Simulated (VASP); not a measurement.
## Zn8S7 (a cell with a defect): relaxation of the atoms with PBE

Zn8S7 (a cell with a defect):

```xyz
15
Lattice="0.0000 0.0000 6.3046 -3.8441 -6.6581 0.0000 7.6881 0.0000 0.0000" Properties=species:S:1:pos:R:3 pbc="T T T"
Zn    5.7661   -1.1097   -0.6593
Zn    1.9220   -1.0643    0.0449
Zn    3.8834   -4.4615    0.0449
Zn   -0.0393   -4.4615    0.0449
Zn    0.1371   -2.2985    3.2387
Zn    3.7069   -2.2985    3.2387
Zn   -1.9220   -5.5484    3.2238
Zn    1.9220   -5.3901    3.2387
S     1.9220   -1.0856    2.3809
S     3.8649   -4.4508    2.3809
S    -0.0208   -4.4508    2.3809
S     0.0452   -2.2455    5.5550
S     3.7989   -2.2455    5.5550
S    -1.9220   -5.5484    5.5468
S     1.9220   -5.4962    5.5550
```

This cell differs from its parent crystal: atoms taken out.

```
Program                : VASP 6.6.1
Task                   : relaxation of the atoms
Functional             : PBE
Potentials or basis    : VASP PAW PBE potentials, release 64 (Zn, S)
Cutoff                 : 520 eV
k mesh                 : 2 × 2 × 2
Occupations            : gaussian, width 0.01 eV
Spin                   : no spin polarisation
Dipole correction      : no
Charge                 : 2
Further INCAR settings : LREAL = Auto; ALGO = Normal; EDIFF = 1e-06; IBRION = 2; EDIFFG = -0.025; NSW = 65; NELECT = 136.0
```

```yaml
Energy_gained_by_relaxing: 35.1 meV/atom
Ionic_steps: 10
Largest_force_after_relaxing: 0.018 eV/Å
```

Forces on the atoms (eV/Å):
```
Zn   0.000  0.000 -0.018
Zn   0.000  0.000  0.012
Zn   0.000  0.000  0.012
Zn   0.000  0.000  0.012
Zn   0.009 -0.005 -0.007
Zn  -0.009 -0.005 -0.007
Zn   0.000  0.000  0.005
Zn   0.000  0.010 -0.007
S    0.000  0.014  0.002
S    0.012 -0.007  0.002
S   -0.012 -0.007  0.002
S    0.006 -0.004 -0.008
S   -0.006 -0.004 -0.008
S    0.000  0.000  0.018
S    0.000  0.007 -0.008
```

The path:
| step | energy change (eV) | largest force (eV/Å) | pressure (GPa) |
| --- | --- | --- | --- |
| 1 | 0.0000 | 1.1782 | -5.67 |
| 2 | -0.2106 | 0.9207 | -5.25 |
| 3 | -0.4071 | 0.7098 | -4.32 |
| 4 | -0.5105 | 0.2540 | -4.33 |
| 5 | -0.5218 | 0.1391 | -4.31 |
| 6 | -0.5256 | 0.0686 | -4.36 |
| 7 | -0.5258 | 0.0912 | -4.39 |
| 8 | -0.5267 | 0.0325 | -4.38 |
| 9 | -0.5267 | 0.0286 | -4.38 |
| 10 | -0.5271 | 0.0184 | -4.37 |

Final structure:
```yaml
crystal:
  lattice:
    - [0.00000, 0.00000, 6.30464]
    - [-3.84407, -6.65812, 0.00000]
    - [7.68813, 0.00000, 0.00000]
  atoms:
    - { symbol: Zn, position: [0.90063, 0.16667, 0.83333] }
    - { symbol: Zn, position: [0.00101, 0.15944, 0.32972] }
    - { symbol: Zn, position: [0.00101, 0.67028, 0.84056] }
    - { symbol: Zn, position: [0.00101, 0.67028, 0.32972] }
    - { symbol: Zn, position: [0.52283, 0.36496, 0.22992] }
    - { symbol: Zn, position: [0.52283, 0.36496, 0.63504] }
    - { symbol: Zn, position: [0.51802, 0.83333, 0.16667] }
    - { symbol: Zn, position: [0.52283, 0.77008, 0.63504] }
    - { symbol: S, position: [0.37216, 0.15922, 0.32961] }
    - { symbol: S, position: [0.37216, 0.67039, 0.84078] }
    - { symbol: S, position: [0.37216, 0.67039, 0.32961] }
    - { symbol: S, position: [0.87922, 0.33591, 0.17182] }
    - { symbol: S, position: [0.87922, 0.33591, 0.66409] }
    - { symbol: S, position: [0.88096, 0.83333, 0.16667] }
    - { symbol: S, position: [0.87922, 0.82818, 0.66409] }
```

Levels at points of the mesh, in eV from the Fermi level:
```tsv
k point	band 64	band 65	band 66	band 67	band 68	band 69	band 70	band 71	band 72	band 73
(0.00, 0.00, 0.00)	-0.93	-0.64	-0.36	-0.06	-0.06	1.64	2.40	3.19	3.92	3.99
(0.50, 0.00, 0.00)	-1.32	-0.86	-0.86	-0.32	-0.32	1.75	2.80	3.32	3.85	3.91
(0.00, 0.50, 0.00)	-1.31	-0.94	-0.87	-0.45	-0.27	2.89	3.24	3.55	4.22	4.37
(0.50, 0.50, 0.00)	-1.31	-1.28	-1.10	-1.00	-0.82	2.76	3.42	3.85	3.92	4.45
```

Wall time 21 min on 1 thread of Oxide Virtual Turin-like Processor, with other jobs on the host, peak memory 0.45 GiB.

Caveat: the k points lie up to 0.50 Å⁻¹ apart; the cell carries a net charge on a neutralising background, which shifts energy and pressure; the cell differs from its parent crystal (atoms taken out); the cell is charged against a uniform background, so pressure and absolute levels hang on convention.
